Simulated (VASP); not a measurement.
Set up this calculation in VASP 6.6.1, as the native input.

* Task: single point
* Functional: PBEsol
* Potentials or basis: VASP PAW PBE potentials, release 64 (W_sv)
* Cutoff: 520 eV
* k mesh: 18 × 18 × 18
* Occupations: gaussian, width 0.1 eV
* Spin: no spin polarisation
* Dipole correction: no
* Further INCAR settings: ALGO = Normal; EDIFF = 1e-06; NBANDS = 13

The structure of W lies in POSCAR:

```
W
1.0
   -1.5771522830      1.5771522830      1.5771522830
    1.5771522830     -1.5771522830      1.5771522830
    1.5771522830      1.5771522830     -1.5771522830
W
1
Direct
    0.0000000000      0.0000000000      0.0000000000
```

One way to write it, as run:

INCAR

```
PREC = Accurate
ENCUT = 520
EDIFF = 1E-6
ISMEAR = 0
SIGMA = 0.1
LREAL = False
LASPH = True
NELM = 60
ALGO = Normal
ISIF = 2
LWAVE = False
LCHARG = True
GGA = PS
LELF = True
LVHAR = True
NBANDS = 13
```

KPOINTS

```
Automatic mesh
0
Gamma
  18 18 18
```

Potentials or basis: VASP PAW PBE potentials, release 64 (W_sv).

Command:

```bash
$ cat potpaw_PBE.64/W_sv/POTCAR > POTCAR
$ mpirun -np 1 vasp_std > vasp.out
```

It gave:

```
Pressure               : 0.7 GPa
Band gap on the k mesh : zero (bands 7 and 8 overlap by 6.50 eV)
```

Caveat: the PAW data sets were made with another functional, which shifts forces and pressure a little; spin-orbit coupling is left out, which moves the levels of the heavy elements.

Wall time 34 s on 1 thread of Intel Xeon 8259CL, with other jobs on the host, peak memory 0.15 GiB.
